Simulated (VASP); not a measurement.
A run of VASP 6.6.1 is set up as follows.

INCAR

```
  PREC = Accurate
  ENCUT = 520
  EDIFF = 1E-7
  ISMEAR = -1
  SIGMA = 0.05
  LREAL = False
  LASPH = True
  NELM = 100
  ALGO = Normal
  ISIF = 2
  LWAVE = False
  LCHARG = True
  GGA = PE
  LELF = True
  LVHAR = True
  NBANDS = 28
```

File KPOINTS:

```
regular mesh
0
Gamma
  6 6 3
```

Contents of POSCAR:

```
PbS
1.0
    2.9229485882     -2.9220013988      0.0000000000
    2.9229485882      2.9220013988      0.0000000000
   -1.0762498933      0.0000000000     10.9398618045
Pb S
2 2
Direct
    0.7736346200      0.7736346200      0.6277889900
    0.2263653800      0.2263653800      0.3722110100
    0.2704879500      0.2704879500      0.6102676200
    0.7295120500      0.7295120500      0.3897323800
```

Potentials or basis: VASP PAW PBE potentials, release 64 (Pb_d, S).

Run with:

```console
$ cat potpaw_PBE.64/Pb_d/POTCAR potpaw_PBE.64/S/POTCAR > POTCAR
$ mpirun -np 1 vasp_std > vasp.out
```

(1) Estimate the band gap on the k mesh.

(2) Estimate the largest force.

Results:

(1) 1.91 eV (least direct gap 2.04 eV).

(2) 0.632 eV/Å.

Caveat: spin-orbit coupling is left out, which moves the levels of the heavy elements.
